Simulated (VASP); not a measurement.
## Cr: density of states with PBEsol

Crystal: Cr.

```
Cr
1.0
     0.00000    1.84581    1.84581
     1.84581    0.00000    1.84581
     1.84581    1.84581    0.00000
Cr
2
Direct
  0.87500 0.87500 0.87500
  0.12500 0.12500 0.12500
```

This cell differs from its parent crystal: volume scaled by 0.4.

```json
{"Program": "VASP 6.6.1", "Task": "density of states", "Functional": "PBEsol", "Potentials or basis": "VASP PAW PBE potentials, release 64 (Cr_pv)", "Cutoff": "520 eV", "k mesh": "14 × 14 × 14", "Occupations": "fermi-dirac, width 0.08 eV", "Spin": "collinear spin, ferromagnetic start", "Starting moments": "[2.0, 2.0] μB", "Dipole correction": "no", "k mesh for the DOS": "21 × 21 × 21", "Occupations for the DOS": "tetrahedron", "Further INCAR settings": "ALGO = Normal; EDIFF = 1e-06"}
```

| Property | Result |
| --- | --- |
| Net moment | 0.00 μB per cell |

Levels at points of the mesh, in eV from the Fermi level:
Spin up:
| k point | band 10 | band 11 | band 12 | band 13 | band 14 | band 15 |
| --- | --- | --- | --- | --- | --- | --- |
| (0.00, 0.00, 0.00) | -3.51 | -3.51 | -3.51 | 2.07 | 2.07 | 2.07 |
Spin down:
```tsv
k point	band 10	band 11	band 12	band 13	band 14	band 15
(0.00, 0.00, 0.00)	-3.51	-3.51	-3.51	2.07	2.07	2.07
```

Wall time 2.4 min on 1 thread of Intel(R) Xeon(R) Platinum 8259CL CPU @ 2.50GHz (Skylake/Cascade Lake), on a shared host, peak memory 0.21 GiB.

Caveat: the starting moments collapsed, and a magnetic state may lie lower.
